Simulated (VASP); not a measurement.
Ti3Al: single point with PBE

Ti3Al:

```
CELL_PARAMETERS angstrom
2.92974 0.00000 0.00000
-1.46487 2.53723 0.00000
0.00000 0.00000 9.23153
ATOMIC_POSITIONS crystal
Ti 0.68888 0.37775 0.00000
Ti 0.32632 0.65264 0.75046
Ti 0.32632 0.65264 0.24954
Al 0.65215 0.30429 0.50000
```

This cell differs from its parent crystal: atoms displaced along a vibrational mode.

```json
{
 "Program": "VASP 6.6.1",
 "Task": "single point",
 "Functional": "PBE",
 "Potentials or basis": "VASP PAW PBE potentials, release 64 (Ti_sv, Al)",
 "Cutoff": "520 eV",
 "k mesh": "15 × 15 × 6",
 "Occupations": "gaussian, width 0.15 eV",
 "Spin": "no spin polarisation",
 "Dipole correction": "no",
 "Further INCAR settings": "ALGO = Fast; EDIFF = 1e-06; NBANDS = 28"
}
```

| Quantity | Value |
| --- | --- |
| Pressure | -0.2 GPa |
| Largest force | 0.193 eV/Å |
| Band gap on the k mesh | zero (an odd number of electrons rules out a gap without spin polarisation) |

Forces on the atoms (eV/Å):
```
Ti   0.000 -0.193  0.000
Ti   0.000  0.056  0.007
Ti   0.000  0.056 -0.007
Al   0.000  0.081  0.000
```

Stress tensor (GPa, compression positive):
```
 0.48  0.00  0.00
 0.00 -1.07  0.00
 0.00  0.00 -0.13
```

Levels at points of the mesh, in eV from the Fermi level:
```tsv
k point	band 17	band 18	band 19	band 20	band 21	band 22	band 23	band 24
(0.00, 0.00, 0.00)	-0.75	0.48	0.66	0.83	0.89	0.93	0.95	1.24
(0.00, 0.00, 0.50)	-0.99	0.44	0.69	0.83	0.91	0.92	0.94	1.25
```

Run time: 20 min on 1 thread of Intel Xeon 8259CL (shared host), peak memory 0.51 GiB.

Caveat: the cell differs from its parent crystal (atoms displaced along a vibrational mode).
